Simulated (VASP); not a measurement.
# Rh (P6/mmm) in VASP: a series of runs

The runs below take Rh through single point, with PBE.

Program: VASP 6.6.1. These are calculated values, not measurements. Logs are shortened: lines on timing, memory, paths and dates and some standing lists are left out, and cuts for length are marked.

**1. The cell of the first run**

The structure is hexagonal, space group P6/mmm (No. 191). Conventional cell: a = 4.263 Å, b = 4.263 Å, c = 2.487 Å, α = 90.00°, β = 90.00°, γ = 120.00°. Rh (site symmetry -6m2) has 5 Rh at 2.46 to 2.49 Å within 3.2 Å.

**2. Single point, PBE**

The input, INCAR:

```
PREC = Accurate ; ENCUT = 520
EDIFF = 1E-6 ; ISMEAR = 0
SIGMA = 0.1 ; LREAL = False
LASPH = True ; NELM = 100
ALGO = Fast ; ISIF = 2
LWAVE = False ; LCHARG = True
GGA = PE ; LELF = True
LVHAR = True ; NBANDS = 22
```

The input, KPOINTS:

```
Automatic mesh
0
Gamma
  18 18 22
```

The input, POSCAR:

```
Rh
1.0
    4.2625598139      0.0000000000      0.0000000000
   -2.1312799070      3.6914850840      0.0000000000
    0.0000000000      0.0000000000      2.4871407684
Rh
2
Direct
    0.3333333333      0.6666666667      0.5000000000
    0.6666666667      0.3333333333      0.5000000000
```

Potentials or basis: VASP PAW PBE potentials, release 64 (Rh_pv).

Command:

```bash
$ cat potpaw_PBE.64/Rh_pv/POTCAR > POTCAR
$ mpirun -np 1 vasp_std > vasp.out
```

OUTCAR:

```text
PREC = Accurate
   ENCUT = 520
   EDIFF = 1E-6
   ISMEAR = 0
   LREAL = False
   LASPH = True
   NELM = 100
   ISIF = 2
   GGA = PE

 ion  position               nearest neighbor table
   1  0.333  0.667  0.500-   2 2.46   2 2.46   2 2.46
   2  0.667  0.333  0.500-   1 2.46   1 2.46   1 2.46

  LATTYP: Found a hexagonal cell.
 ALAT       =     4.2625598139
 C/A-ratio  =     0.5834852476

  Lattice vectors:

 A1 = (   4.2625598139,   0.0000000000,   0.0000000000)
 A2 = (  -2.1312799070,   3.6914850840,   0.0000000000)
 A3 = (   0.0000000000,   0.0000000000,   2.4871407684)

Analysis of symmetry for initial positions (statically):
=====================================================================
 Subroutine PRICEL returns:
 Original cell was already a primitive cell.

 Routine SETGRP: Setting up the symmetry group for a
 hexagonal supercell.

 Subroutine GETGRP returns: Found 24 space group operations
 (whereof 24 operations were pure point group operations)
 out of a pool of 24 trial point group operations.

The static configuration has the point symmetry D_6h.

Analysis of symmetry for dynamics (positions and initial velocities):
=====================================================================
 Subroutine PRICEL returns:
 Original cell was already a primitive cell.

 Routine SETGRP: Setting up the symmetry group for a
 hexagonal supercell.

 Subroutine GETGRP returns: Found 24 space group operations
 (whereof 24 operations were pure point group operations)
 out of a pool of 24 trial point group operations.

The dynamic configuration has the point symmetry D_6h.

 Subroutine INISYM returns: Found 24 space group operations
 (whereof 24 operations are pure point group operations),
 and found     1 'primitive' translations

----------------------------------------------------------------------------------------

                                     Primitive cell

  volume of cell :      39.1356

  direct lattice vectors                    reciprocal lattice vectors
     4.262559814  0.000000000  0.000000000     0.234600814  0.135446843  0.000000000
    -2.131279907  3.691485084  0.000000000     0.000000000  0.270893686  0.000000000
     0.000000000  0.000000000  2.487140768     0.000000000  0.000000000  0.402068115

  length of vectors
[... 72 lines left out ...]
 SYSTEM =  unknown system
   PREC   = accura    normal or accurate (medium, high low for compatibility)
   ISTART =      0    job   : 0-new  1-cont  2-samecut
   ICHARG =      2    charge: 1-file 2-atom 10-const
   ISPIN  =      1    spin polarized calculation?
   LNONCOLLINEAR =      F non collinear calculations
   LSORBIT =      F    spin-orbit coupling
   LASPH  =      T    aspherical Exc in radial PAW
   ENCUT  =  520.0 eV  38.22 Ry    6.18 a.u.   7.93  7.93  4.62*2*pi/ulx,y,z
   NELM   =    100;   NELMIN=  2; NELMDL= -5     # of ELM steps
   EDIFF  = 0.1E-05   stopping-criterion for ELM
   LREAL  =      F    real-space projection
   EDIFFG = 0.1E-04   stopping-criterion for IOM
   NSW    =      0    number of steps for IOM
   IBRION =     -1    ionic relax: 0-MD 1-quasi-New 2-CG
   NFREE  =      0    steps in history (QN), initial steepest desc. (CG)
   ISIF   =      2    stress and relaxation
   ISYM   =      2    0-nonsym 1-usesym 2-fastsym
   POTIM  = 0.5000    time-step for ionic-motion
   TEBEG  =    0.0;   TEEND  =   0.0 temperature during run
   PSTRESS=    0.0 pullay stress
   NELECT =      30.0000    total number of electrons
   NUPDOWN=      -1.0000    fix difference up-down
   EMIN   =  10.00;   EMAX   =-10.00  energy-range for DOS
   EFERMI =   0.00;   METHOD = LEGACY
   ISMEAR =     0;   SIGMA  =   0.10  broadening in eV -4-tet -1-fermi 0-gaus
   EFERMI_NEDOS =   21; number of points for ismear=-14 and -15
   IALGO  =     68    algorithm
   IMIX   =      4    mixing-type and parameters
     AMIX     =   0.40;   BMIX     =  1.00
     AMIX_MAG =   1.60;   BMIX_MAG =  1.00
  volume/ion in A,a.u.               =      19.57       132.05
  Fermi-wavevector in a.u.,A,eV,Ry     =   1.498274  2.831327 30.542700  2.244825
  Thomas-Fermi vector in A             =   2.610054
   LORBIT       =      0    0 simple, 1 ext, 2 COOP (PROOUT), +10 PAW based schemes
   GGA     = PE    functional components
   LHFCALC =     F    Hartree Fock is set to
   AEXX    =    0.0000 exact exchange contribution
   IVDW    =     0    specifies the selected vdW correction
   LEPSILON=     F    determine dielectric tensor
   LRPA    =     F    only Hartree local field effects (RPA)
 non-spin polarized calculation
 RMM-DIIS sequential band-by-band and
 Gauss-broadening in eV      SIGMA  =   0.10
  energy-cutoff  :      520.00
  volume of cell :       39.14
 maximum number of plane-waves:      1086
 NGX is ok and might be reduce to    32
   NGX = 15   NGY = 15   NGZ =  9

 number of electron      29.9999997 magnetization

 Free energy of the ion-electron system (eV)
  ---------------------------------------------------
  ext. energy  EPLUGINS =         0.00000000
  ---------------------------------------------------
  free energy    TOTEN  =       -12.57039077 eV

  energy without entropy =      -12.54951264  energy(sigma->0) =      -12.55995170

 E-fermi :   6.9208     XC(G=0): -11.4595

 val. band max:        6.9201753051   @ k =   0.4444   0.0556   0.0909
 cond. band min:       6.9208251106   @ k =   0.3333   0.2778   0.0000
 fundamental gap:      0.0006498055
 Fermi energy:         6.9207976173

 k-point     1 :       0.0000    0.0000    0.0000
  band No.  band energies     occupation
      1     -39.8641      2.00000
      2     -39.8641      2.00000
      3     -39.2579      2.00000
      4     -39.2579      2.00000
      5     -39.2055      2.00000
      6     -39.0851      2.00000
[... 589 lines left out ...]
     21      21.2108      0.00000
     22      22.3716      0.00000

 [... further k-points ...]
[... 5 lines left out ...]
  --------------------------------------------------------------------------------------
  -------------------------------------------------------------------------------------
  Total        0.0309961      0.0309961      0.0053674     -0.0000000      0.0000000     -0.0000000
  in kB        1.2689520      1.2689520      0.2197379     -0.0000000      0.0000000     -0.0000000
  external PRESSURE =       0.9192140 kB  Pullay stress =       0.0000000 kB

 VOLUME and BASIS-vectors are now :
 -----------------------------------------------------------------------------
  energy-cutoff  :      520.00
  volume of cell :       39.14
      direct lattice vectors                 reciprocal lattice vectors
     4.262559814  0.000000000  0.000000000     0.234600814  0.135446843  0.000000000
    -2.131279907  3.691485084  0.000000000     0.000000000  0.270893686  0.000000000
     0.000000000  0.000000000  2.487140768     0.000000000  0.000000000  0.402068115

 POSITION                                       TOTAL-FORCE (eV/Angst)
 -----------------------------------------------------------------------------------
     -0.00000      2.46099      1.24357         0.000000     -0.000000      0.000000
      2.13128      1.23050      1.24357        -0.000000      0.000000      0.000000
 -----------------------------------------------------------------------------------
    total drift:                               -0.000000      0.000000      0.000000

  FREE ENERGIE OF THE ION-ELECTRON SYSTEM (eV)
  ---------------------------------------------------
  free  energy   TOTEN  =       -12.5703907692 eV

  energy  without entropy=      -12.5495126400  energy(sigma->0) =      -12.55995170
```

OSZICAR:

```text
N       E                     dE             d eps       ncg     rms          rms(c)
DAV:   1     0.325202699193E+03    0.32520E+03   -0.19286E+04 19744   0.149E+03
DAV:   2    -0.635244748321E+01   -0.33156E+03   -0.31949E+03 20820   0.450E+02
DAV:   3    -0.130193731421E+02   -0.66669E+01   -0.66174E+01 22236   0.738E+01
DAV:   4    -0.130707428392E+02   -0.51370E-01   -0.51365E-01 22210   0.644E+00
DAV:   5    -0.130716130667E+02   -0.87023E-03   -0.87022E-03 22350   0.845E-01    0.102E+01
RMM:   6    -0.125918105627E+02    0.47980E+00   -0.13359E+00 19615   0.957E+00    0.422E+00
RMM:   7    -0.125760080560E+02    0.15803E-01   -0.39900E-02 20547   0.163E+00    0.217E+00
RMM:   8    -0.125702575474E+02    0.57505E-02   -0.80611E-03 20081   0.790E-01    0.629E-02
RMM:   9    -0.125703581717E+02   -0.10062E-03   -0.89989E-04 21250   0.305E-01    0.345E-02
RMM:  10    -0.125703855073E+02   -0.27336E-04   -0.17970E-04 22431   0.141E-01    0.145E-02
RMM:  11    -0.125703885927E+02   -0.30853E-05   -0.44340E-05 21393   0.720E-02    0.596E-03
RMM:  12    -0.125703906272E+02   -0.20345E-05   -0.13171E-05 22581   0.380E-02    0.255E-03
RMM:  13    -0.125703907692E+02   -0.14202E-06   -0.36338E-06 17329   0.193E-02
   1 F= -.12570391E+02 E0= -.12559952E+02  d E =-.208781E-01
```

stdout:

```text
POSCAR found type information on POSCAR Rh
 POSCAR found :  1 types and       2 ions
 scaLAPACK will be used
 LDA part: xc-table for (Slater+PW92), standard interpolation
 POSCAR, INCAR and KPOINTS ok, starting setup
 FFT: planning ... GRIDC
 FFT: planning ... GRID_SOFT
 FFT: planning ... GRID
 WAVECAR not read
 entering main loop
```

It took 87 s on 1 thread of Intel Xeon 6975P-C (Granite Rapids), shared host; peak memory 0.38 GiB.

Results:

```yaml
Free_energy: -12.5704 eV
Pressure: 0.1 GPa
Band_gap_on_the_k_mesh: zero (band 15 reaches 7.72 eV, above the bottom of band 16 at 5.74 eV)
```

Stress tensor (GPa, compression positive):
```
0.13 0.00 0.00
0.00 0.13 0.00
0.00 0.00 0.02
```

**3. Single point, PBE**

This run uses another cell than the first one, of 8.78 Å³/atom, 0.449 times its volume.

The input, INCAR:

```
SYSTEM = Rh
PREC     = Accurate       ! precision mode
ENCUT    = 500            ! plane-wave cutoff, eV
EDIFF    = 1E-6           ! SCF threshold, eV
ISMEAR   = 0              ! smearing method
SIGMA    = 0.1            ! smearing width, eV
LREAL    = .FALSE.        ! projectors in reciprocal space
LASPH    = .TRUE.         ! aspherical terms in the spheres
NELM     = 120            ! most SCF steps
ALGO     = Normal         ! electronic algorithm
ISIF     = 2              ! what is computed and relaxed
LWAVE    = .FALSE.        ! write WAVECAR
LCHARG   = .FALSE.        ! write CHGCAR
GGA      = PE             ! functional
NBANDS   = 22             ! bands
GGA_COMPAT= .FALSE.
```

The input, KPOINTS:

```
Automatic mesh
0
G
  12 12 4
  0 0 0
```

The input, POSCAR:

```
Rh
1.0
    2.2298015700      0.0000000000      0.0000000000
   -1.1149007900      1.9310648100      0.0000000000
    0.0000000000      0.0000000000      4.0769766400
Rh
2
Direct
    0.3333333300      0.6666666700      0.5000000000
    0.6666666700      0.3333333300      0.5000000000
```

Potentials or basis: VASP PAW PBE potentials, release 64 (Rh_pv).

Command:

```bash
$ cat potpaw_PBE.64/Rh_pv/POTCAR > POTCAR
$ mpirun -np 1 vasp_std > vasp.out
```

It took 13 s on 1 thread of Intel Xeon Platinum 8488C (Sapphire Rapids), shared host; peak memory 0.13 GiB.

The run converged, but its numbers aren't listed here, since they failed a check.

Caveat: the k points lie up to 0.39 Å⁻¹ apart.

(Part 1 of 2 ends here.)
